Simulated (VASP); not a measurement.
# Si3F (Fm-3m) in VASP: a series of runs

The runs below take Si3F through single point, relaxation of cell and atoms, with PBE.

Program: VASP 6.6.1. These are calculated values, not measurements. Logs are shortened: lines on timing, memory, paths and dates and some standing lists are left out, and cuts for length are marked.

### 1 The cell of the first run

It takes space group Fm-3m (No. 225, cubic). Conventional cell: a = 5.999 Å, b = 5.999 Å, c = 5.999 Å, α = 90.00°, β = 90.00°, γ = 90.00°. Si (site symmetry -43m) has 10 Si at 2.60 to 3.00 Å and 4 F at 2.60 Å within 3.4 Å. Si (site symmetry m-3m) has 8 Si at 2.60 Å and 6 F at 3.00 Å within 3.4 Å. Within 3.4 Å of F (site symmetry m-3m) lie 14 Si at 2.60 to 3.00 Å.

The cell was generated, and may not be a known phase.

### 2 Single point, PBE, collinear spin

Contents of INCAR:

```
SYSTEM = Si3F
PREC     = Accurate       ! precision mode
ENCUT    = 520            ! plane-wave cutoff, eV
EDIFF    = 1E-6           ! SCF threshold, eV
ISMEAR   = 0              ! smearing method
SIGMA    = 0.1            ! smearing width, eV
LREAL    = .FALSE.        ! projectors in reciprocal space
LASPH    = .TRUE.         ! aspherical terms in the spheres
NELM     = 150            ! most SCF steps
ALGO     = Normal         ! electronic algorithm
ISIF     = 2              ! what is computed and relaxed
LWAVE    = .FALSE.        ! write WAVECAR
LCHARG   = .FALSE.        ! write CHGCAR
ISPIN    = 2              ! spin polarisation
MAGMOM   = 0 0 0 1        ! initial moments
LORBIT   = 11             ! projections on sites
GGA      = PE             ! functional
NBANDS   = 22             ! bands
```

Contents of KPOINTS:

```
regular mesh
0
G
  6 6 6
  0 0 0
```

Contents of POSCAR:

```
Si3F
1.0
    0.0000000000      2.9996543661      2.9996543661
    2.9996543661      0.0000000000      2.9996543661
    2.9996543661      2.9996543661      0.0000000000
Si F
3 1
Direct
    0.7500000000      0.7500000000      0.7500000000
    0.2500000000      0.2500000000      0.2500000000
    0.0000000000      0.0000000000      0.0000000000
    0.5000000000      0.5000000000      0.5000000000
```

Potentials or basis: VASP PAW PBE potentials, release 64 (Si, F).

Started as:

```
> cat potpaw_PBE.64/Si/POTCAR potpaw_PBE.64/F/POTCAR > POTCAR
> mpirun -np 1 vasp_std > vasp.out
```

OUTCAR:

```text
SYSTEM = Si3F
   PREC = Accurate
   ENCUT = 520
   EDIFF = 1E-6
   ISMEAR = 0
   LREAL = .FALSE.
   LASPH = .TRUE.
   NELM = 150
   ISIF = 2
   ISPIN = 2
   LORBIT = 11
   GGA = PE

 ion  position               nearest neighbor table
   1  0.750  0.750  0.750-   3 2.60   3 2.60   3 2.60   3 2.60   2 3.00   2 3.00   2 3.00   2 3.00
                             2 3.00   2 3.00
   2  0.250  0.250  0.250-   3 2.60   3 2.60   3 2.60   3 2.60   1 3.00   1 3.00   1 3.00   1 3.00
                             1 3.00   1 3.00
   3  0.000  0.000  0.000-   1 2.60   2 2.60   1 2.60   1 2.60   1 2.60   2 2.60   2 2.60   2 2.60

   4  0.500  0.500  0.500-

  LATTYP: Found a face centered cubic cell.
 ALAT       =     5.9993087322

  Lattice vectors:

 A1 = (   0.0000000000,   2.9996543661,   2.9996543661)
 A2 = (   2.9996543661,   0.0000000000,   2.9996543661)
 A3 = (   2.9996543661,   2.9996543661,   0.0000000000)

Analysis of symmetry for initial positions (statically):
=====================================================================
 Subroutine PRICEL returns:
 Original cell was already a primitive cell.

 Routine SETGRP: Setting up the symmetry group for a
 face centered cubic supercell.

 Subroutine GETGRP returns: Found 48 space group operations
 (whereof 48 operations were pure point group operations)
 out of a pool of 48 trial point group operations.

The static configuration has the point symmetry O_h .

Analysis of symmetry for dynamics (positions and initial velocities):
=====================================================================
 Subroutine PRICEL returns:
 Original cell was already a primitive cell.

 Routine SETGRP: Setting up the symmetry group for a
 face centered cubic supercell.

 Subroutine GETGRP returns: Found 48 space group operations
 (whereof 48 operations were pure point group operations)
 out of a pool of 48 trial point group operations.

The dynamic configuration has the point symmetry O_h .

Analysis of structural, dynamic, and magnetic symmetry:
=====================================================================
 Subroutine PRICEL returns:
 Original cell was already a primitive cell.

 Routine SETGRP: Setting up the symmetry group for a
 face centered cubic supercell.

 Subroutine GETGRP returns: Found 48 space group operations
 (whereof 48 operations were pure point group operations)
 out of a pool of 48 trial point group operations.

The overall configuration has the point symmetry O_h .

 Subroutine INISYM returns: Found 48 space group operations
 (whereof 48 operations are pure point group operations),
 and found     1 'primitive' translations

----------------------------------------------------------------------------------------

[... 121 lines left out ...]
  volume of cell :       53.98
 maximum number of plane-waves:      1464
   NGX = 15   NGY = 15   NGZ = 15

 number of electron      19.0000013 magnetization       0.0000906

 number of electron      19.0000013 magnetization      -0.0000470

 Free energy of the ion-electron system (eV)
  ---------------------------------------------------
  ext. energy  EPLUGINS =         0.00000000
  ---------------------------------------------------
  free energy    TOTEN  =       -18.77040250 eV

  energy without entropy =      -18.76167474  energy(sigma->0) =      -18.76603862

 E-fermi :   8.2573     XC(G=0): -10.9807

 val. band max:        8.2319795856   @ k =   0.5000   0.1667   0.0000
 cond. band min:       8.3769344991   @ k =  -0.3333   0.1667   0.0000
 fundamental gap:      0.1449549135
 Fermi energy:         8.2573367224

 spin component 1

 k-point     1 :       0.0000    0.0000    0.0000
  band No.  band energies     occupation
      1     -15.1329      1.00000
      2      -4.0093      1.00000
      3       2.8486      1.00000
      4       2.8486      1.00000
      5       2.8486      1.00000
      6       5.5623      1.00000
[... 373 lines left out ...]
     20      19.3313      0.00000
     21      19.9587      0.00000
 Fermi energy:         8.2573367224

 spin component 2

 k-point     1 :       0.0000    0.0000    0.0000
  band No.  band energies     occupation
      1     -15.1329      1.00000
      2      -4.0093      1.00000
      3       2.8486      1.00000
      4       2.8486      1.00000
      5       2.8486      1.00000
      6       5.5623      1.00000
[... 373 lines left out ...]
     20      19.3313      0.00000
     21      19.9587      0.00000
 [bands above 21 left out]

------------------------ aborting loop because EDIFF is reached ----------------------------------------

  FORCE on cell =-STRESS in cart. coord.  units (eV):
  Direction    XX          YY          ZZ          XY          YZ          ZX
  --------------------------------------------------------------------------------------
  -------------------------------------------------------------------------------------
  Total       -0.0520171     -0.0520171     -0.0520171      0.0000000      0.0000000      0.0000000
  in kB       -1.5438787     -1.5438787     -1.5438787      0.0000000      0.0000000      0.0000000
  external PRESSURE =      -1.5438787 kB  Pullay stress =       0.0000000 kB

 VOLUME and BASIS-vectors are now :
 -----------------------------------------------------------------------------
  energy-cutoff  :      520.00
  volume of cell :       53.98
      direct lattice vectors                 reciprocal lattice vectors
     0.000000000  2.999654366  2.999654366    -0.166685871  0.166685871  0.166685871
     2.999654366  0.000000000  2.999654366     0.166685871 -0.166685871  0.166685871
     2.999654366  2.999654366  0.000000000     0.166685871  0.166685871 -0.166685871

 POSITION                                       TOTAL-FORCE (eV/Angst)
 -----------------------------------------------------------------------------------
      4.49948      4.49948      4.49948        -0.000000     -0.000000     -0.000000
      1.49983      1.49983      1.49983         0.000000      0.000000      0.000000
      0.00000      0.00000      0.00000        -0.000000     -0.000000      0.000000
      2.99965      2.99965      2.99965        -0.000000     -0.000000      0.000000
 -----------------------------------------------------------------------------------
    total drift:                                0.000000     -0.000000      0.000000

  FREE ENERGIE OF THE ION-ELECTRON SYSTEM (eV)
  ---------------------------------------------------
  free  energy   TOTEN  =       -18.7704024990 eV

  energy  without entropy=      -18.7616747381  energy(sigma->0) =      -18.76603862

 total charge

# of ion       s       p       d       tot
------------------------------------------
    1        0.877   0.633   0.000   1.510
    2        0.877   0.633   0.000   1.510
    3        0.755   0.838   0.000   1.593
    4        1.754   4.293   0.000   6.047
--------------------------------------------------
tot          4.263   6.396   0.000  10.659

 magnetization (x)

# of ion       s       p       d       tot
------------------------------------------
    1       -0.000  -0.000   0.000  -0.000
    2       -0.000  -0.000   0.000  -0.000
    3        0.000   0.000   0.000   0.000
    4       -0.000   0.000   0.000   0.000
--------------------------------------------------
tot         -0.000  -0.000   0.000  -0.000
```

Wall time 57 s (1 thread of Intel Xeon 8259CL, shared host); peak memory 0.2 GiB.

What came out:

```
Free energy                                           : -18.7704 eV
Pressure                                              : -0.2 GPa
Net moment                                            : 0.00 μB per cell
Valence electrons inside the program's atomic spheres : Si 1.51, 1.59 (each value once); F 6.05
```

Levels at points of the mesh, in eV from the Fermi level:
Spin up:
```csv
k point,band 6,band 7,band 8,band 9,band 10,band 11,band 12,band 13
"(0.00, 0.00, 0.00)",-2.70,-1.88,-1.88,-1.88,-1.07,-1.07,-1.07,0.45
"(0.50, 0.00, 0.00)",-4.40,-3.14,-3.14,-2.70,0.56,0.56,1.64,5.47
"(0.50, 0.50, 0.00)",-6.16,-3.29,-2.29,-2.29,0.49,4.14,4.14,6.37
```
Spin down:
| k point | band 7 | band 8 | band 9 | band 10 | band 11 | band 12 |
| --- | --- | --- | --- | --- | --- | --- |
| (0.00, 0.00, 0.00) | -1.88 | -1.88 | -1.88 | -1.07 | -1.07 | -1.07 |
| (0.50, 0.00, 0.00) | -3.14 | -3.14 | -2.70 | 0.56 | 0.56 | 1.64 |
| (0.50, 0.50, 0.00) | -3.29 | -2.29 | -2.29 | 0.49 | 4.14 | 4.14 |

### 3 Single point, PBE, collinear spin

This run uses another cell than the first one, of 15.10 Å³/atom.

Contents of INCAR:

```
PREC = Accurate ; ENCUT = 520
EDIFF = 1E-6 ; ISMEAR = 0
SIGMA = 0.1 ; LREAL = False
LASPH = True ; NELM = 150
ALGO = Normal ; ISIF = 2
LWAVE = False ; LCHARG = False
ISPIN = 2 ; MAGMOM = 0 0 0 1
LORBIT = 11 ; GGA = PE
NBANDS = 22
```

Contents of KPOINTS:

```
regular mesh
0
Gamma
  6 6 6
```

Contents of POSCAR:

```
Si3F
1.0
    0.0000000000      3.1144349200      3.1144349200
    3.1144349200      0.0000000000      3.1144349200
    3.1144349200      3.1144349200      0.0000000000
Si F
3 1
Direct
    0.7500000000      0.7500000000      0.7500000000
    0.2500000000      0.2500000000      0.2500000000
    0.0000000000      0.0000000000      0.0000000000
    0.5000000000      0.5000000000      0.5000000000
```

Potentials or basis: VASP PAW PBE potentials, release 64 (Si, F).

Started as:

```
> cat potpaw_PBE.64/Si/POTCAR potpaw_PBE.64/F/POTCAR > POTCAR
> mpirun -np 1 vasp_std > vasp.out
```

It took 86 s on 1 thread of Intel Xeon 8259CL, shared host; peak memory 0.24 GiB.

Results (log left out):

| Property | Result |
| --- | --- |
| Free energy | -18.5817 eV |
| Pressure | -8.6 GPa |
| Net moment | 0.00 μB per cell |
| Valence electrons inside the program's atomic spheres | Si 1.47, 1.54 (each value once); F 6.03 |

Levels at points of the mesh, in eV from the Fermi level:
Spin up:
| k point | band 6 | band 7 | band 8 | band 9 | band 10 | band 11 | band 12 | band 13 |
| --- | --- | --- | --- | --- | --- | --- | --- | --- |
| (0.00, 0.00, 0.00) | -3.15 | -1.46 | -1.46 | -1.46 | -0.82 | -0.82 | -0.82 | -0.41 |
| (0.50, 0.00, 0.00) | -4.15 | -2.68 | -2.65 | -2.65 | 0.72 | 0.72 | 1.28 | 5.28 |
| (0.50, 0.50, 0.00) | -5.93 | -2.91 | -1.95 | -1.95 | 0.53 | 3.90 | 3.90 | 5.50 |
Spin down:
```csv
k point,band 7,band 8,band 9,band 10,band 11,band 12
"(0.00, 0.00, 0.00)",-1.46,-1.46,-1.46,-0.82,-0.82,-0.82
"(0.50, 0.00, 0.00)",-2.68,-2.65,-2.65,0.72,0.72,1.28
"(0.50, 0.50, 0.00)",-2.91,-1.95,-1.95,0.53,3.90,3.90
```

Caveat: the cell stands under tension.

[end of part 1 of 2]
